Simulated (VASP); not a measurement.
Write the native input for VASP 6.6.1 that does the following.

| Quantity | Value |
| --- | --- |
| Task | single point |
| Functional | PBE |
| Potentials or basis | VASP PAW PBE potentials, release 64 (Bi_d, Te) |
| Cutoff | 520 eV |
| k mesh | 6 × 6 × 6 |
| Occupations | fermi-dirac, width 0.1 eV |
| Spin | no spin polarisation |
| Dipole correction | no |
| Further INCAR settings | ALGO = Normal; EDIFF = 1e-06; NBANDS = 18 |

The structure of BiTe lies in POSCAR:

```
BiTe
1.0
    0.0000000000      3.2078138407      3.2078138407
    3.2078138407      0.0000000000      3.2078138407
    3.2078138407      3.2078138407      0.0000000000
Bi Te
1 1
Direct
    0.0000000000      0.0000000000      0.0000000000
    0.5000000000      0.5000000000      0.5000000000
```

These files were run (other wordings do the same):

INCAR

```
PREC     = Accurate       # precision mode
ENCUT    = 520            # plane-wave cutoff, eV
EDIFF    = 1E-6           # SCF threshold, eV
ISMEAR   = -1             # smearing method
SIGMA    = 0.1            # smearing width, eV
LREAL    = F              # projectors in reciprocal space
LASPH    = T              # aspherical terms in the spheres
NELM     = 100            # most SCF steps
ALGO     = Normal         # electronic algorithm
ISIF     = 2              # what is computed and relaxed
LWAVE    = F              # write WAVECAR
LCHARG   = F              # write CHGCAR
GGA      = PE             # functional
NBANDS   = 18             # bands
```

KPOINTS

```
Automatic mesh
0
Gamma
  6 6 6
```

Potentials or basis: VASP PAW PBE potentials, release 64 (Bi_d, Te).

Command:

```console
$ cat potpaw_PBE.64/Bi_d/POTCAR potpaw_PBE.64/Te/POTCAR > POTCAR
$ mpirun -np 1 vasp_std > vasp.out
```

Results of the run:

```
Pressure : 2.1 GPa
```

It took 10 s on 1 thread of Intel Xeon 6975P-C, with other jobs on the host, peak memory 0.2 GiB.
